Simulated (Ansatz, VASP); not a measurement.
This is a calculation of ScAl3 for VASP 6.6.1.

The input INCAR:

```
SYSTEM = ScAl3
  PREC = Accurate
  ENCUT = 600
  EDIFF = 1E-6
  ISMEAR = -1
  SIGMA = 0.05
  LREAL = .False.
  LASPH = .True.
  NELM = 80
  ALGO = Normal
  ISIF = 3
  LWAVE = .False.
  LCHARG = .False.
  GGA = PE
  IBRION = 2
  NSW = 60
  EDIFFG = -0.01
```

Contents of KPOINTS:

```
regular mesh
0
Gamma
  7 7 7
  0 0 0
```

POSCAR

```
ScAl3
1.0
    4.0878065700      0.0000000000      0.0000000000
    0.0000000000      4.0878065700      0.0000000000
    0.0000000000      0.0000000000      4.0878065700
Sc Al
1 3
Direct
    0.0000000000      0.0000000000      0.0000000000
    0.5000000000      0.5000000000      0.0000000000
    0.0000000000      0.5000000000      0.5000000000
    0.5000000000      0.0000000000      0.5000000000
```

Potentials or basis: VASP PAW PBE potentials, release 64 (Sc_sv, Al).

Command:

```console
$ cat potpaw_PBE.64/Sc_sv/POTCAR potpaw_PBE.64/Al/POTCAR > POTCAR
$ mpirun -np 1 vasp_std > vasp.out
```

Task: Set up the same calculation for Ansatz 0.2.0. Potentials there: Ansatz PAW.

Result: As run (the cutoff follows the program's own potentials):

input.yaml

```yaml
crystal:
  lattice:
    - [4.08780657, 0.0, 0.0]
    - [0.0, 4.08780657, 0.0]
    - [0.0, 0.0, 4.08780657]
  atoms:
    - { symbol: Sc, position: [0.0, 0.0, 0.0] }
    - { symbol: Al, position: [0.5, 0.5, 0.0] }
    - { symbol: Al, position: [0.0, 0.5, 0.5] }
    - { symbol: Al, position: [0.5, 0.0, 0.5] }
hamiltonian:
  xc: pbe
  pseudopotentials: { kind: paw }
kpoints:
  mp_grid: { grid: [7, 7, 7] }
scf:
  occupations: { method: fermi_dirac, width: 0.05 }
output:
  forces: true
  stress: true
relax:
  f_tol: 0.01
  max_steps: 40
  cell: { stress_tol: 0.05 }
```

Potentials or basis: Ansatz PAW.

Command:

```console
$ ansatz run input.yaml --threads 2 --pin off --max-ram 5632MiB --backend cpu --events-out ev --progress --plain --runs-dir out
```

Both were run:

|  | VASP | Ansatz | Ansatz less VASP |
| --- | --- | --- | --- |
| relaxed volume (Å³/atom) | 17.30 | 17.29 | -0.007 |
| relaxed cell length with the largest relative difference (Å) | 4.105 | 4.105 | -0.0005 |

Noted on Ansatz's run: the plane-wave basis is chosen anew once the cell has moved, so the energies of steps on either side of that aren't comparable.
